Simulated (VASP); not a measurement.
# BN in VASP: further runs, part 2 of 2

VASP 6.6.1. The steps go on from the part before.

## (4) Single point, PBE (uniaxial strain along a: +4.0 %, then relaxed in part)

INCAR

```
PREC = Accurate
ENCUT = 520
EDIFF = 1E-6
ISMEAR = 0
SIGMA = 0.02
LREAL = F
LASPH = T
NELM = 60
ALGO = Normal
ISIF = 2
LWAVE = F
LCHARG = F
GGA = PE
NBANDS = 16
```

KPOINTS

```
regular mesh
0
Gamma
  12 12 4
```

POSCAR

```
BN
1.0
    2.6126682001     -0.0010351970      0.0000000000
   -1.3071875057      2.1571906761      0.0000000000
    0.0000000000      0.0000000000      8.4640739524
B N
2 2
Direct
    0.3431097332      0.6865839670      0.2500000000
    0.6568902668      0.3134160330      0.7500000000
    0.3207837972      0.6410946717      0.7500000000
    0.6792162028      0.3589053283      0.2500000000
```

Potentials or basis: VASP PAW PBE potentials, release 64 (B, N).

Command:

```
cat potpaw_PBE.64/B/POTCAR potpaw_PBE.64/N/POTCAR > POTCAR
mpirun -np 1 vasp_std > vasp.out
```

OUTCAR:

```text
PREC = Accurate
   ENCUT = 520
   EDIFF = 1E-6
   ISMEAR = 0
   LREAL = F
   LASPH = T
   NELM = 60
   ISIF = 2
   GGA = PE

 ion  position               nearest neighbor table
   1  0.343  0.687  0.250-   4 1.45   4 1.48   4 1.49
   2  0.657  0.313  0.750-   3 1.45   3 1.48   3 1.49
   3  0.321  0.641  0.750-   2 1.45   2 1.48   2 1.49
   4  0.679  0.359  0.250-   1 1.45   1 1.48   1 1.49

  Warning from LATTYP: Monoclinic adjustment (A1->A3, A2->A1, A3->A2)!
  Warning from LATTYP: Got some problem with cell dimensions!
  Tried to take original basis but could not verify dimensions!
  LATTYP: Found a simple monoclinic cell.
 ALAT       =     2.5205726122
 B/A-ratio  =     3.3579964772
 C/A-ratio  =     1.0007021061
 COS(beta)  =    -0.4631720096

  Lattice vectors:

 A1 = (   1.3054806944,   2.1561554791,   0.0000000000)
 A2 = (   0.0000000000,   0.0000000000,   8.4640739524)
 A3 = (   1.3071875057,  -2.1571906761,   0.0000000000)

Analysis of symmetry for initial positions (statically):
=====================================================================
 Subroutine PRICEL returns:
 Original cell was already a primitive cell.

 Routine SETGRP: Setting up the symmetry group for a
 simple monoclinic supercell.

 Subroutine GETGRP returns: Found  4 space group operations
 (whereof  2 operations were pure point group operations)
 out of a pool of  4 trial point group operations.

The static configuration has the point symmetry S_2 .
 The point group associated with its full space group is C_2h.

Analysis of symmetry for dynamics (positions and initial velocities):
=====================================================================
 Subroutine PRICEL returns:
 Original cell was already a primitive cell.

 Routine SETGRP: Setting up the symmetry group for a
 simple monoclinic supercell.

 Subroutine GETGRP returns: Found  4 space group operations
 (whereof  2 operations were pure point group operations)
 out of a pool of  4 trial point group operations.

The dynamic configuration has the point symmetry S_2 .
 The point group associated with its full space group is C_2h.

 Subroutine INISYM returns: Found  4 space group operations
 (whereof  2 operations are pure point group operations),
 and found     1 'primitive' translations

----------------------------------------------------------------------------------------

                                     Primitive cell

  volume of cell :      47.6923

  direct lattice vectors                    reciprocal lattice vectors
     2.612668200 -0.001035197  0.000000000     0.382842397  0.231990061  0.000000000
    -1.307187506  2.157190676  0.000000000     0.000183719  0.463677211  0.000000000
     0.000000000  0.000000000  8.464073952     0.000000000  0.000000000  0.118146416

  length of vectors
     2.612668405  2.522342322  8.464073952     0.447646835  0.463677247  0.118146416

  position of ions in fractional coordinates (direct lattice)
     0.343109733  0.686583967  0.250000000
     0.656890267  0.313416033  0.750000000
     0.320783797  0.641094672  0.750000000
     0.679216203  0.358905328  0.250000000

  ion indices of the primitive-cell ions
   primitive index   ion index
                 1           1
                 2           2
                 3           3
                 4           4

----------------------------------------------------------------------------------------

 KPOINTS: regular mesh

Automatic generation of k-mesh.
 Grid dimensions read from file:
 generate k-points for:   12   12    4

 Generating k-lattice:

  Cartesian coordinates                     Fractional coordinates (reciprocal lattice)
     0.031903533  0.019332505  0.000000000     0.083333333  0.000000000  0.000000000
     0.000015310  0.038639768  0.000000000    -0.000000000  0.083333333  0.000000000
     0.000000000  0.000000000  0.029536604     0.000000000  0.000000000  0.250000000

  Length of vectors
     0.037303903  0.038639771  0.029536604

  Shift w.r.t. Gamma in fractional coordinates (k-lattice)
     0.000000000  0.000000000  0.000000000

 Subroutine IBZKPT returns following result:
 ===========================================

 Found    222 irreducible k-points:

 Following reciprocal coordinates:
            Coordinates               Weight
  0.000000  0.000000  0.000000      1.000000
  0.083333 -0.000000  0.000000      2.000000
  0.166667 -0.000000  0.000000      2.000000
  0.250000 -0.000000  0.000000      2.000000
  0.333333 -0.000000  0.000000      2.000000
  0.416667 -0.000000  0.000000      2.000000
[... 16 lines left out ...]
  0.250000  0.166667  0.000000      2.000000
  0.333333  0.166667  0.000000      2.000000
 [... further k-points ...]
   k-points           NKPTS =    222   k-points in BZ     NKDIM =    222   number of bands    NBANDS=     16
   number of dos      NEDOS =    301   number of ions     NIONS =      4
   total plane-waves  NPLWV =  25600
   dimension x,y,z NGX =    20 NGY =   20 NGZ =   64
   dimension x,y,z NGXF=    40 NGYF=   40 NGZF=  128
   ions per type =               2   2
   NGX,Y,Z   is equivalent  to a cutoff of  12.73, 13.18, 12.57 a.u.
   NGXF,Y,Z  is equivalent  to a cutoff of  25.45, 26.36, 25.14 a.u.
 SYSTEM =  unknown system
   PREC   = accura    normal or accurate (medium, high low for compatibility)
   ISTART =      0    job   : 0-new  1-cont  2-samecut
   ICHARG =      2    charge: 1-file 2-atom 10-const
   ISPIN  =      1    spin polarized calculation?
   LNONCOLLINEAR =      F non collinear calculations
   LSORBIT =      F    spin-orbit coupling
   LASPH  =      T    aspherical Exc in radial PAW
   ENCUT  =  520.0 eV  38.22 Ry    6.18 a.u.   4.86  4.69 15.74*2*pi/ulx,y,z
   NELM   =     60;   NELMIN=  2; NELMDL= -5     # of ELM steps
   EDIFF  = 0.1E-05   stopping-criterion for ELM
   LREAL  =      F    real-space projection
[... 7 lines left out ...]
   TEBEG  =    0.0;   TEEND  =   0.0 temperature during run
   PSTRESS=    0.0 pullay stress
   NELECT =      16.0000    total number of electrons
   NUPDOWN=      -1.0000    fix difference up-down
   EMIN   =  10.00;   EMAX   =-10.00  energy-range for DOS
   EFERMI =   0.00;   METHOD = LEGACY
   ISMEAR =     0;   SIGMA  =   0.02  broadening in eV -4-tet -1-fermi 0-gaus
   EFERMI_NEDOS =   21; number of points for ismear=-14 and -15
   IALGO  =     38    algorithm
   IMIX   =      4    mixing-type and parameters
     AMIX     =   0.40;   BMIX     =  1.00
     AMIX_MAG =   1.60;   BMIX_MAG =  1.00
  volume/ion in A,a.u.               =      11.92        80.46
  Fermi-wavevector in a.u.,A,eV,Ry     =   1.137537  2.149633 17.605807  1.293990
  Thomas-Fermi vector in A             =   2.274242
   LORBIT       =      0    0 simple, 1 ext, 2 COOP (PROOUT), +10 PAW based schemes
   GGA     = PE    functional components
   LHFCALC =     F    Hartree Fock is set to
   AEXX    =    0.0000 exact exchange contribution
   IVDW    =     0    specifies the selected vdW correction
   LEPSILON=     F    determine dielectric tensor
   LRPA    =     F    only Hartree local field effects (RPA)
 non-spin polarized calculation
 Gauss-broadening in eV      SIGMA  =   0.02
  energy-cutoff  :      520.00
  volume of cell :       47.69
 maximum number of plane-waves:      1300
   NGX =  9   NGY =  9   NGZ = 31

 number of electron      15.9999996 magnetization

 Free energy of the ion-electron system (eV)
  ---------------------------------------------------
  ext. energy  EPLUGINS =         0.00000000
  ---------------------------------------------------
  free energy    TOTEN  =       -35.06916418 eV

  energy without entropy =      -35.06916418  energy(sigma->0) =      -35.06916418

 E-fermi :   0.5398     XC(G=0):  -8.4198

 val. band max:        0.3519110363   @ k =   0.3333   0.3333   0.0000
 cond. band min:       4.7342136832   @ k =   0.0000   0.0000   0.0000
 fundamental gap:      4.3823026468
 Fermi energy:         0.5397695325

 k-point     1 :       0.0000    0.0000    0.0000
  band No.  band energies     occupation
      1     -17.0127      2.00000
      2     -16.9764      2.00000
      3      -4.8917      2.00000
      4      -4.3261      2.00000
      5      -1.2477      2.00000
      6      -1.2448      2.00000
[... 433 lines left out ...]
      3      -7.6700      2.00000
      4      -7.6620      2.00000
      5      -4.6303      2.00000
      6      -4.6242      2.00000
[... 8 lines left out ...]
     15      13.8915      0.00000
     16      15.7650      0.00000

 [... further k-points ...]

------------------------ aborting loop because EDIFF is reached ----------------------------------------

  FORCE on cell =-STRESS in cart. coord.  units (eV):
  Direction    XX          YY          ZZ          XY          YZ          ZX
  --------------------------------------------------------------------------------------
  -------------------------------------------------------------------------------------
  Total       -6.9998438      0.0803276     -0.0278493      0.0621819      0.0000000      0.0000000
  in kB     -235.1532445      2.6985296     -0.9355704      2.0889431      0.0000000      0.0000000
  external PRESSURE =     -77.7967618 kB  Pullay stress =       0.0000000 kB

 VOLUME and BASIS-vectors are now :
 -----------------------------------------------------------------------------
  energy-cutoff  :      520.00
  volume of cell :       47.69
      direct lattice vectors                 reciprocal lattice vectors
     2.612668200 -0.001035197  0.000000000     0.382842397  0.231990061  0.000000000
    -1.307187506  2.157190676  0.000000000     0.000183719  0.463677211  0.000000000
     0.000000000  0.000000000  8.464073952     0.000000000  0.000000000  0.118146416

 POSITION                                       TOTAL-FORCE (eV/Angst)
 -----------------------------------------------------------------------------------
     -0.00106      1.48074      2.11602         0.000245     -0.002413      0.000000
      1.30654      0.67542      6.34806        -0.000245      0.002413      0.000000
      0.00007      1.38263      6.34806         0.000254     -0.002705      0.000000
      1.30541      0.77352      2.11602        -0.000254      0.002705      0.000000
 -----------------------------------------------------------------------------------
    total drift:                                0.000000     -0.000000      0.000000

  FREE ENERGIE OF THE ION-ELECTRON SYSTEM (eV)
  ---------------------------------------------------
  free  energy   TOTEN  =       -35.0691641759 eV

  energy  without entropy=      -35.0691641759  energy(sigma->0) =      -35.06916418
```

stdout:

```text
POSCAR found type information on POSCAR B N
 POSCAR found :  2 types and       4 ions
 scaLAPACK will be used
 LDA part: xc-table for (Slater+PW92), standard interpolation
 POSCAR, INCAR and KPOINTS ok, starting setup
 FFT: planning ... GRIDC
 FFT: planning ... GRID_SOFT
 FFT: planning ... GRID
 WAVECAR not read
 entering main loop
```

Run time: 52 s. Hardware: 1 thread of AMD EPYC 9R45 (Zen 5), shared host; peak memory 0.23 GiB.

What came out:

```yaml
Free_energy: -35.0692 eV
Pressure: -7.8 GPa
Band_gap_on_the_k_mesh: 4.38 eV, indirect (least direct gap 4.54 eV)
```

Forces in eV/Å, atoms in the order of the input:
```
B    0.000 -0.002  0.000
B    0.000  0.002  0.000
N    0.000 -0.003  0.000
N    0.000  0.003  0.000
```

Stress tensor (GPa, compression positive):
```
-23.52   0.21   0.00
  0.21   0.27   0.00
  0.00   0.00  -0.09
```

Levels at points of the mesh, in eV from the valence-band top:
```tsv
k point	band 4	band 5	band 6	band 7	band 8	band 9	band 10	band 11	band 12	band 13
(0.00, 0.00, 0.00)	-4.68	-1.60	-1.60	-1.19	-1.18	4.38	7.64	9.33	10.83	10.85
(0.50, 0.00, 0.00)	-8.73	-3.79	-3.78	-1.07	-0.86	4.43	4.81	9.35	9.85	11.76
(0.00, 0.50, 0.00)	-8.52	-4.54	-4.54	-0.73	-0.51	4.64	5.06	8.23	8.43	12.19
(0.50, 0.50, 0.00)	-8.73	-3.77	-3.77	-1.08	-0.86	4.42	4.80	9.37	9.88	11.75
(0.00, 0.00, 0.50)	-4.98	-1.60	-1.60	-1.19	-1.19	5.61	5.61	10.63	10.63	10.84
(0.50, 0.00, 0.50)	-8.73	-3.78	-3.78	-0.96	-0.96	4.59	4.59	9.66	9.66	12.32
(0.00, 0.50, 0.50)	-8.53	-4.54	-4.54	-0.62	-0.62	4.83	4.83	8.35	8.35	12.64
(0.50, 0.50, 0.50)	-8.73	-3.77	-3.77	-0.97	-0.97	4.59	4.59	9.68	9.68	12.31
```

Caveat: the cell differs from its parent crystal (uniaxial strain along a: +4.0 %, then relaxed in part); this functional lacks dispersion, which binds the layers, so the pressure and a relaxed spacing across them are unreliable. A k mesh can miss the band edges.

## (5) Single point, PBE (uniaxial strain along a: +6.0 %, then relaxed in part)

INCAR

```
ALGO     = Normal         # electronic algorithm
EDIFF    = 1E-6           # SCF threshold, eV
ENCUT    = 520            # plane-wave cutoff, eV
GGA      = PE             # functional
ISIF     = 2              # what is computed and relaxed
ISMEAR   = 0              # smearing method
LASPH    = True           # aspherical terms in the spheres
LCHARG   = False          # write CHGCAR
LREAL    = False          # projectors in reciprocal space
LWAVE    = False          # write WAVECAR
NBANDS   = 16             # bands
NELM     = 80             # most SCF steps
PREC     = Accurate       # precision mode
SIGMA    = 0.02           # smearing width, eV
```

KPOINTS

```
k-points
0
Gamma
  12 12 4
```

POSCAR

```
BN
1.0
    2.6629113602     -0.0018865014      0.0000000000
   -1.3329738421      2.1488159208      0.0000000000
    0.0000000000      0.0000000000      8.4421125641
B N
2 2
Direct
    0.3472608856      0.6950372481      0.2500000000
    0.6527391144      0.3049627519      0.7500000000
    0.3155957768      0.6305487891      0.7500000000
    0.6844042232      0.3694512109      0.2500000000
```

Command:

```
cat potpaw_PBE.64/B/POTCAR potpaw_PBE.64/N/POTCAR > POTCAR
mpirun -np 1 vasp_std > vasp.out
```

Wall time 53 s (1 thread of AMD EPYC 9R45 (Zen 5), shared host); peak memory 0.23 GiB.

The run converged. Its results:

| Item | Value |
| --- | --- |
| Free energy | -34.9057 eV |
| Pressure | -11.1 GPa |
| Largest force | 0.004 eV/Å |
| Band gap on the k mesh | 4.35 eV, indirect (least direct gap 4.50 eV) |

Forces on the atoms (eV/Å):
```
B    0.000 -0.004  0.000
B    0.000  0.004  0.000
N    0.000 -0.004  0.000
N    0.000  0.004  0.000
```

Stress tensor (GPa, compression positive):
```
-33.69   0.37   0.00
  0.37   0.36   0.00
  0.00   0.00  -0.09
```

Levels at points of the mesh, in eV from the valence-band top:
```csv
k point,band 4,band 5,band 6,band 7,band 8,band 9,band 10,band 11,band 12,band 13
"(0.00, 0.00, 0.00)",-4.56,-1.67,-1.67,-1.15,-1.14,4.38,7.66,8.94,10.51,10.52
"(0.50, 0.00, 0.00)",-8.66,-3.63,-3.62,-1.10,-0.88,4.36,4.74,9.30,9.84,11.61
"(0.00, 0.50, 0.00)",-8.37,-4.70,-4.70,-0.60,-0.37,4.64,5.06,7.62,7.77,12.24
"(0.50, 0.50, 0.00)",-8.67,-3.60,-3.60,-1.11,-0.89,4.35,4.73,9.33,9.88,11.60
"(0.00, 0.00, 0.50)",-4.87,-1.67,-1.67,-1.15,-1.15,5.60,5.60,10.18,10.18,10.52
"(0.50, 0.00, 0.50)",-8.67,-3.62,-3.62,-0.99,-0.99,4.52,4.52,9.63,9.63,12.17
"(0.00, 0.50, 0.50)",-8.38,-4.70,-4.70,-0.49,-0.49,4.83,4.83,7.71,7.71,12.64
"(0.50, 0.50, 0.50)",-8.67,-3.60,-3.60,-1.00,-1.00,4.51,4.51,9.67,9.67,12.16
```

Caveat: the cell differs from its parent crystal (uniaxial strain along a: +6.0 %, then relaxed in part); this functional lacks dispersion, which binds the layers, so the pressure and a relaxed spacing across them are unreliable. A k mesh can miss the band edges.

## (6) Single point, PBE, non-collinear spin, zero start, spin-orbit coupling

This run uses another cell than the first one, of 11.40 Å³/atom, 0.968 times its volume.

INCAR

```
ALGO = Normal
EDIFF = 1E-6
ENCUT = 520
GGA = PE
GGA_COMPAT = False
ISIF = 2
ISMEAR = 0
LASPH = True
LCHARG = False
LORBIT = 11
LORBMOM = True
LREAL = False
LSORBIT = True
LWAVE = False
MAGMOM = 0 0 0 0 0 0 0 0 0 0 0 0
NBANDS = 30
NELM = 150
PREC = Accurate
SIGMA = 0.02
```

KPOINTS is that of step 5.

POSCAR

```
BN
1.0
    2.5121811380      0.0000000000      0.0000000000
   -1.2560905690      2.1756126844      0.0000000000
    0.0000000000      0.0000000000      8.3431595465
B N
2 2
Direct
    0.3333333333      0.6666666667      0.2500000000
    0.6666666667      0.3333333333      0.7500000000
    0.3333333333      0.6666666667      0.7500000000
    0.6666666667      0.3333333333      0.2500000000
```

Potentials or basis: VASP PAW PBE potentials, release 64 (B, N).

Command:

```
cat potpaw_PBE.64/B/POTCAR potpaw_PBE.64/N/POTCAR > POTCAR
mpirun -np 1 vasp_ncl > vasp.out
```

Run time: 2.4 min. Hardware: 1 thread of Intel Xeon Platinum 8375C at 2.90GHz (Ice Lake), shared host; peak memory 0.32 GiB.

Results (log left out):

```
Free energy                                           : -35.2073 eV
Pressure                                              : 0.1 GPa
Net moment                                            : 0.00 μB per cell
Valence electrons inside the program's atomic spheres : B 2.15; N 4.01
```

Stress tensor (GPa, compression positive):
```
 0.13  0.00  0.00
 0.00  0.13  0.00
 0.00  0.00 -0.08
```

Moments on the atoms (μB; x, y, z):
```
B   0.00 0.00 0.00
B   0.00 0.00 0.00
N   0.00 0.00 0.00
N   0.00 0.00 0.00
```

Caveat: this functional lacks dispersion, which binds the layers, so the pressure and a relaxed spacing across them are unreliable.

## (7) Summary

| spin | cell | gap on the mesh (eV) | pressure (GPa) |
| --- | --- | --- | --- |
| off | a = 2.562, b = 2.517, c = 8.485 Å, angles 90.0, 90.0, 120.6°, 4 atoms | 4.37 | -4.1 |
| off | a = 2.613, b = 2.522, c = 8.464 Å, angles 90.0, 90.0, 121.2°, 4 atoms | 4.38 | -7.8 |
| off | a = 2.663, b = 2.529, c = 8.442 Å, angles 90.0, 90.0, 121.9°, 4 atoms | 4.35 | -11.1 |
| non-collinear, zero start, SOC | a = 2.512, b = 2.512, c = 8.343 Å, angles 90.0, 90.0, 120.0°, 4 atoms | - | 0.1 |

Alike in all rows: task single point; level PBE; potentials or basis VASP PAW PBE potentials, release 64 (B, N); k mesh 12 × 12 × 4; cutoff (eV) 520; smearing gaussian 0.02 eV.

Caveats: this functional lacks dispersion, which binds the layers, so the pressure and a relaxed spacing across them are unreliable (some runs).

Absolute energies hang on the potentials; compare differences alone.
